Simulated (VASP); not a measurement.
Wanted: the native input for a VASP 6.6.1 run.

| Quantity | Value |
| --- | --- |
| Task | single point |
| Functional | PBE |
| Potentials or basis | VASP PAW PBE potentials, release 64 (Si, C) |
| Cutoff | 520 eV |
| k mesh | 12 × 12 × 6 |
| Occupations | fermi-dirac, width 0.02 eV |
| Spin | no spin polarisation |
| Dipole correction | no |
| Further INCAR settings | ALGO = Normal; EDIFF = 1e-06; NBANDS = 16 |

The structure of SiC lies in POSCAR:

```
SiC
1.0
    2.9425010261      0.0000000000      0.0000000000
   -1.4712505130      2.5482806392      0.0000000000
    0.0000000000      0.0000000000      4.8300304570
Si C
2 2
Direct
    0.3333333333      0.6666666667      0.4996894510
    0.6666666667      0.3333333333      0.9996894510
    0.3333333333      0.6666666667      0.8753105490
    0.6666666667      0.3333333333      0.3753105490
```

This cell differs from its parent crystal: strain -4.3%.

These files were run (other wordings do the same):

INCAR

```
SYSTEM = SiC
PREC     = Accurate       ! precision mode
ENCUT    = 520            ! plane-wave cutoff, eV
EDIFF    = 1E-6           ! SCF threshold, eV
ISMEAR   = -1             ! smearing method
SIGMA    = 0.02           ! smearing width, eV
LREAL    = .False.        ! projectors in reciprocal space
LASPH    = .True.         ! aspherical terms in the spheres
NELM     = 80             ! most SCF steps
ALGO     = Normal         ! electronic algorithm
ISIF     = 2              ! what is computed and relaxed
LWAVE    = .False.        ! write WAVECAR
LCHARG   = .True.         ! write CHGCAR
GGA      = PE             ! functional
LELF     = .True.         ! ELF
LVHAR    = .True.       
NBANDS   = 16             ! bands
```

KPOINTS

```
Automatic mesh
0
Gamma
  12 12 6
  0 0 0
```

Potentials or basis: VASP PAW PBE potentials, release 64 (Si, C).

Command:

```sh
$ cat potpaw_PBE.64/Si/POTCAR potpaw_PBE.64/C/POTCAR > POTCAR
$ mpirun -np 1 vasp_std > vasp.out
```

Results of the run:

```yaml
Pressure: 42.1 GPa
Largest_force: 0.006 eV/Å
Band_gap_on_the_k_mesh: 2.01 eV (least direct gap 4.23 eV)
```

Caveat: the cell differs from its parent crystal (strain -4.3%); the cell stands under pressure.

Wall time 14 s on 1 thread of Intel(R) Xeon(R) 6975P-C (Granite Rapids), on a shared host, peak memory 0.17 GiB.
